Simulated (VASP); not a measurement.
# AlSi16 (a cell with a defect) in VASP: single point with PBE

Aim: the single point of AlSi16 (a cell with a defect) with PBE.

All numbers are computed with VASP 6.6.1; they aren't measurements. Logs are shortened: lines on timing, memory, paths and dates and some standing lists are left out, and cuts for length are marked.

## (1) The cell of the first run

The cell holds a defect, 17 atoms: a = 7.679 Å, b = 7.679 Å, c = 7.679 Å, α = 60.00°, β = 60.00°, γ = 60.00°.

## (2) Single point, PBE, collinear spin, zero start

Input file INCAR:

```
SYSTEM = AlSi16
ALGO = Normal ; EDIFF = 1E-6
ENCUT = 520 ; GGA = PE
ISIF = 2 ; ISMEAR = 0
ISPIN = 2 ; LASPH = .TRUE.
LCHARG = .FALSE. ; LORBIT = 11
LREAL = Auto ; LWAVE = .FALSE.
MAGMOM = 0 0 0 0 0 0 0 0 0 0 0 0 0 0 0 0 0 ; NBANDS = 52
NELM = 150 ; PREC = Accurate
SIGMA = 0.02
```

Input file KPOINTS:

```
k-points
0
G
  2 2 2
  0 0 0
```

Input file POSCAR:

```
AlSi16
1.0
    0.0000000000      5.4300000000      5.4300000000
    5.4300000000      0.0000000000      5.4300000000
    5.4300000000      5.4300000000      0.0000000000
Si Al
16 1
Direct
   -0.0090767956      0.0248572744     -0.0075705341
    0.1231905157      0.1311380295      0.1251358195
    0.0083107735     -0.0063621547      0.4989903315
    0.1241998158      0.1290296501      0.6216572744
    0.0023588398      0.5052183241      0.0037728361
    0.1151144567      0.6537253223      0.1154140884
    0.0027859116      0.5043039595      0.4892956722
    0.1507788214      0.6159640884      0.6182255985
    0.4980428177     -0.0039453959      0.0070737569
    0.6196064457      0.1313675875      0.1250219153
    0.4982907919     -0.0060640884      0.4989930018
    0.6334731123      0.1003685083      0.6322252302
    0.4878523941      0.5052441068      0.0037288214
    0.6162572744      0.6167274401      0.1494478821
    0.5122930018      0.4645139963      0.5105127072
    0.6141191529      0.6160259669      0.6185939227
    0.7652824125      0.7054741252      0.7634973297
```

Potentials or basis: VASP PAW PBE potentials, release 64 (Si, Al).

Launch:

```console
> cat potpaw_PBE.64/Si/POTCAR potpaw_PBE.64/Al/POTCAR > POTCAR
> mpirun -np 1 vasp_std > vasp.out
```

OUTCAR:

```text
SYSTEM = AlSi16
   EDIFF = 1E-6
   ENCUT = 520
   GGA = PE
   ISIF = 2
   ISMEAR = 0
   ISPIN = 2
   LASPH = .TRUE.
   LORBIT = 11
   LREAL = Auto
   NELM = 150
   PREC = Accurate

 ion  position               nearest neighbor table
   1  0.991  0.025  0.992-   6 2.33   4 2.33   2 2.33  10 2.33
   2  0.123  0.131  0.125-   1 2.33   3 2.35   5 2.35   9 2.35
   3  0.008  0.994  0.499-   2 2.35   4 2.35  12 2.35   8 2.37  17 2.89
   4  0.124  0.129  0.622-   1 2.33   3 2.35  11 2.35   7 2.35
   5  0.002  0.505  0.004-   6 2.34   2 2.35   8 2.42  14 2.42  17 2.61
   6  0.115  0.654  0.115-   1 2.33  13 2.34   5 2.34   7 2.35
   7  0.003  0.504  0.489-   6 2.35   4 2.35   8 2.44  16 2.44  17 2.60
   8  0.151  0.616  0.618-  15 2.28   3 2.37   5 2.42  17 2.43   7 2.44
   9  0.498  0.996  0.007-  10 2.35   2 2.35  12 2.35  14 2.38  17 2.91
  10  0.620  0.131  0.125-   1 2.33  13 2.34  11 2.35   9 2.35
  11  0.498  0.994  0.499-  10 2.35   4 2.35  12 2.35  16 2.37  17 2.89
  12  0.633  0.100  0.632-  15 2.28   3 2.35  11 2.35   9 2.35  17 2.48
  13  0.488  0.505  0.004-   6 2.34  10 2.34  16 2.42  14 2.42  17 2.61
  14  0.616  0.617  0.149-  15 2.27   9 2.38  13 2.42   5 2.42  17 2.43
  15  0.512  0.465  0.511-  14 2.27  16 2.28   8 2.28  12 2.28
  16  0.614  0.616  0.619-  15 2.28  11 2.37  13 2.42  17 2.43   7 2.44
  17  0.765  0.705  0.763-   8 2.43  16 2.43  14 2.43  12 2.48   7 2.60   5 2.61  13 2.61   3 2.89
                            11 2.89   9 2.91

  LATTYP: Found a face centered cubic cell.
 ALAT       =    10.8600000000

  Lattice vectors:

 A1 = (   0.0000000000,   5.4300000000,   5.4300000000)
 A2 = (   5.4300000000,   0.0000000000,   5.4300000000)
 A3 = (   5.4300000000,   5.4300000000,   0.0000000000)

Analysis of symmetry for initial positions (statically):
=====================================================================
 Subroutine PRICEL returns:
 Original cell was already a primitive cell.

 Routine SETGRP: Setting up the symmetry group for a
 face centered cubic supercell.

 Subroutine GETGRP returns: Found  1 space group operations
 (whereof  1 operations were pure point group operations)
 out of a pool of 48 trial point group operations.

The static configuration has the point symmetry C_1 .

Analysis of symmetry for dynamics (positions and initial velocities):
=====================================================================
 Subroutine PRICEL returns:
 Original cell was already a primitive cell.

 Routine SETGRP: Setting up the symmetry group for a
[... 177 lines left out ...]
  ---------------------------------------------------
  ext. energy  EPLUGINS =         0.00000000
  ---------------------------------------------------
  free energy    TOTEN  =       -86.58660388 eV

  energy without entropy =      -86.58553611  energy(sigma->0) =      -86.58607000

 E-fermi :   6.9166     XC(G=0):  -9.6625

 val. band max:        6.8968878205   @ k =   0.0000   0.0000   0.0000
 cond. band min:       6.9363133436   @ k =   0.0000   0.0000   0.0000
 fundamental gap:      0.0394255232
 Fermi energy:         6.9166005002

 spin component 1

 k-point     1 :       0.0000    0.0000    0.0000
  band No.  band energies     occupation
      1      -5.9856      1.00000
      2      -3.5511      1.00000
      3      -3.5338      1.00000
      4      -3.5193      1.00000
      5      -3.4912      1.00000
      6      -2.3481      1.00000
[... 373 lines left out ...]
     44      10.3278      0.00000
     45      10.3532      0.00000
 Fermi energy:         6.9166005002

 spin component 2

 k-point     1 :       0.0000    0.0000    0.0000
  band No.  band energies     occupation
      1      -5.9856      1.00000
      2      -3.5511      1.00000
      3      -3.5338      1.00000
      4      -3.5193      1.00000
      5      -3.4912      1.00000
      6      -2.3481      1.00000
[... 373 lines left out ...]
     44      10.3278      0.00000
     45      10.3532      0.00000
 [bands above 45 left out]

------------------------ aborting loop because EDIFF is reached ----------------------------------------

  FORCE on cell =-STRESS in cart. coord.  units (eV):
  Direction    XX          YY          ZZ          XY          YZ          ZX
  --------------------------------------------------------------------------------------
  -------------------------------------------------------------------------------------
  Total       10.0801534     10.7143081     10.8136661      0.2651295     -0.2531711     -0.1850821
  in kB       50.4368831     53.6099286     54.1070744      1.3265973     -1.2667627     -0.9260736
  external PRESSURE =      52.7179620 kB  Pullay stress =       0.0000000 kB

 VOLUME and BASIS-vectors are now :
 -----------------------------------------------------------------------------
  energy-cutoff  :      520.00
  volume of cell :      320.21
      direct lattice vectors                 reciprocal lattice vectors
     0.000000000  5.430000000  5.430000000    -0.092081031  0.092081031  0.092081031
     5.430000000  0.000000000  5.430000000     0.092081031 -0.092081031  0.092081031
     5.430000000  5.430000000  0.000000000     0.092081031  0.092081031 -0.092081031

 POSITION                                       TOTAL-FORCE (eV/Angst)
 -----------------------------------------------------------------------------------
      5.52387     10.76960      5.51569        -0.074489      0.071514     -0.067236
      1.39157      1.34841      1.38100        -0.033419      0.001966     -0.035774
      8.10497      2.75465      5.44058         0.008887     -0.004552     -0.015877
      4.07623      4.05000      1.37504        -0.001417      0.029686     -0.031210
      2.76382      0.03330      2.75614        -0.043798     -0.022989     -0.043075
      4.17643      1.25177      4.17480        -0.066074      0.073774     -0.076914
[... 9 lines left out ...]
      6.70399      6.69363      6.67969         0.008366      0.037673      0.017771
      7.97652      8.30127      7.98621         0.156694     -0.159482      0.161427
 -----------------------------------------------------------------------------------
    total drift:                                0.002056     -0.001544      0.011048

  FREE ENERGIE OF THE ION-ELECTRON SYSTEM (eV)
  ---------------------------------------------------
  free  energy   TOTEN  =       -86.5866038794 eV

  energy  without entropy=      -86.5855361119  energy(sigma->0) =      -86.58607000

 total charge

# of ion       s       p       d       tot
------------------------------------------
    1        0.737   0.967   0.000   1.704
    2        0.745   0.951   0.000   1.696
    3        0.743   0.935   0.000   1.678
    4        0.746   0.951   0.000   1.696
    5        0.743   0.926   0.000   1.670
    6        0.747   0.947   0.000   1.695
[... 9 lines left out ...]
   16        0.762   0.936   0.000   1.698
   17        0.504   0.342   0.000   0.847
--------------------------------------------------
tot         12.488  15.439   0.000  27.927

 magnetization (x)

# of ion       s       p       d       tot
------------------------------------------
    1       -0.000  -0.000   0.000  -0.000
    2       -0.000  -0.000   0.000  -0.000
    3        0.000   0.000   0.000   0.000
    4       -0.000  -0.000   0.000  -0.000
    5       -0.000  -0.000   0.000  -0.000
    6        0.000   0.000   0.000   0.000
[... 9 lines left out ...]
   16       -0.000  -0.000   0.000  -0.000
   17       -0.000  -0.000   0.000  -0.000
--------------------------------------------------
tot         -0.000  -0.000   0.000  -0.000
```

Wall time 3.4 min (1 thread of Intel Xeon 6975P-C (Granite Rapids), shared host); peak memory 0.7 GiB.

What came out:

```
Free energy                                           : -86.5866 eV
Pressure                                              : 5.3 GPa
Largest force                                         : 0.276 eV/Å
Net moment                                            : 0.00 μB per cell
Valence electrons inside the program's atomic spheres : Si 1.70, 1.68, 1.67, 1.71, 1.75 (each value once); Al 0.85
```

Forces in eV/Å, atoms in the order of the input:
```
Si  -0.074  0.072 -0.067
Si  -0.033  0.002 -0.036
Si   0.009 -0.005 -0.016
Si  -0.001  0.030 -0.031
Si  -0.044 -0.023 -0.043
Si  -0.066  0.074 -0.077
Si   0.029  0.046 -0.047
Si   0.010 -0.015 -0.038
Si  -0.016 -0.008  0.006
Si  -0.036  0.037 -0.003
Si   0.010  0.015  0.005
Si   0.065 -0.077  0.079
Si  -0.041  0.041  0.021
Si  -0.042 -0.008  0.012
Si   0.067 -0.059  0.056
Si   0.008  0.038  0.018
Al   0.157 -0.159  0.161
```

Stress tensor (GPa, compression positive):
```
 5.04  0.13 -0.09
 0.13  5.36 -0.13
-0.09 -0.13  5.41
```

Levels at points of the mesh, in eV from the Fermi level:
Spin up:
| k point | band 30 | band 31 | band 32 | band 33 | band 34 | band 35 | band 36 | band 37 |
| --- | --- | --- | --- | --- | --- | --- | --- | --- |
| (0.00, 0.00, 0.00) | -1.66 | -0.78 | -0.77 | -0.76 | -0.36 | -0.20 | -0.19 | -0.02 |
| (0.50, 0.00, 0.00) | -1.58 | -1.46 | -1.42 | -0.58 | 0.25 | 0.44 | 0.67 | 0.77 |
| (0.00, 0.50, 0.00) | -1.55 | -1.43 | -1.42 | -0.58 | 0.14 | 0.37 | 0.39 | 0.97 |
| (0.00, 0.00, 0.50) | -1.56 | -1.46 | -1.42 | -0.56 | 0.24 | 0.42 | 0.68 | 0.77 |
| (0.50, 0.50, 0.50) | -1.58 | -1.46 | -1.42 | -0.57 | 0.24 | 0.44 | 0.67 | 0.76 |
| (0.50, 0.50, 0.00) | -2.08 | -2.03 | -1.89 | -0.25 | 0.17 | 1.02 | 1.32 | 1.45 |
| (0.00, 0.50, 0.50) | -2.06 | -2.02 | -1.92 | -0.26 | 0.17 | 1.03 | 1.32 | 1.43 |
| (0.50, 0.00, 0.50) | -2.08 | -2.03 | -1.89 | -0.25 | 0.17 | 1.02 | 1.32 | 1.45 |
Spin down:
| k point | band 29 | band 30 | band 31 | band 32 | band 33 | band 34 | band 35 | band 36 | band 37 | band 38 |
| --- | --- | --- | --- | --- | --- | --- | --- | --- | --- | --- |
| (0.00, 0.00, 0.00) | -1.69 | -1.66 | -0.78 | -0.77 | -0.76 | -0.36 | -0.20 | -0.19 | -0.02 | 0.02 |
| (0.50, 0.00, 0.00) | -1.63 | -1.58 | -1.46 | -1.42 | -0.58 | 0.25 | 0.44 | 0.67 | 0.77 | 0.84 |
| (0.00, 0.50, 0.00) | -1.56 | -1.55 | -1.43 | -1.42 | -0.58 | 0.14 | 0.37 | 0.39 | 0.97 | 0.99 |
| (0.00, 0.00, 0.50) | -1.64 | -1.56 | -1.46 | -1.42 | -0.56 | 0.24 | 0.42 | 0.68 | 0.77 | 0.85 |
| (0.50, 0.50, 0.50) | -1.63 | -1.58 | -1.46 | -1.42 | -0.57 | 0.24 | 0.44 | 0.67 | 0.76 | 0.84 |
| (0.50, 0.50, 0.00) | -2.17 | -2.08 | -2.03 | -1.89 | -0.25 | 0.17 | 1.02 | 1.32 | 1.45 | 1.46 |
| (0.00, 0.50, 0.50) | -2.18 | -2.06 | -2.02 | -1.92 | -0.26 | 0.17 | 1.03 | 1.32 | 1.43 | 1.47 |
| (0.50, 0.00, 0.50) | -2.17 | -2.08 | -2.03 | -1.89 | -0.25 | 0.17 | 1.02 | 1.32 | 1.45 | 1.46 |

Caveat: the k points lie up to 0.50 Å⁻¹ apart.
